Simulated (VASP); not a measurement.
Here is a VASP 6.6.1 calculation.

File POSCAR:

```
BaTe
1.0
    0.0000000000      3.7090061875      3.7090061875
    3.7090061875      0.0000000000      3.7090061875
    3.7090061875      3.7090061875      0.0000000000
Ba Te
1 1
Direct
    0.0000000000      0.0000000000      0.0000000000
    0.5000000000      0.5000000000      0.5000000000
```

The input INCAR.step1:

```
  PREC = Accurate
  ENCUT = 520
  EDIFF = 1E-5
  ISMEAR = 0
  SIGMA = 0.01
  LREAL = False
  LASPH = True
  NELM = 80
  ALGO = Normal
  ISIF = 2
  LWAVE = True
  GGA = PE
  NBANDS = 15
```

The input INCAR.step2:

```
  PREC = Accurate
  ENCUT = 520
  EDIFF = 1E-7
  ISMEAR = 0
  SIGMA = 0.01
  LREAL = False
  LASPH = True
  NELM = 80
  ALGO = Normal
  ISIF = 2
  LWAVE = False
  LCHARG = True
  GGA = PE
  LHFCALC = True
  HFSCREEN = 0.2079
  PRECFOCK = Normal
  LELF = True
  LVHAR = True
  ISTART = 1
  NBANDS = 15
```

Contents of KPOINTS:

```
regular mesh
0
Gamma
  4 4 4
```

Potentials or basis: VASP PAW PBE potentials, release 64 (Ba_sv, Te).

Run with:

```bash
$ cat potpaw_PBE.64/Ba_sv/POTCAR potpaw_PBE.64/Te/POTCAR > POTCAR
$ cp INCAR.step1 INCAR
$ mpirun -np 1 vasp_std > vasp.out
$ cp INCAR.step2 INCAR
$ mpirun -np 1 vasp_std > vasp.out
```

**Question.** Predict the band gap on the k mesh.

**Answer.** 2.54 eV, indirect (least direct gap 2.95 eV).

**Question.** Predict the pressure.

**Answer.** -3.2 GPa.

Caveat: the cell differs from its parent crystal (strain +5.0%); the PAW data sets were made with another functional, which shifts forces and pressure a little; spin-orbit coupling is left out, which moves the levels of the heavy elements. A k mesh can miss the band edges.
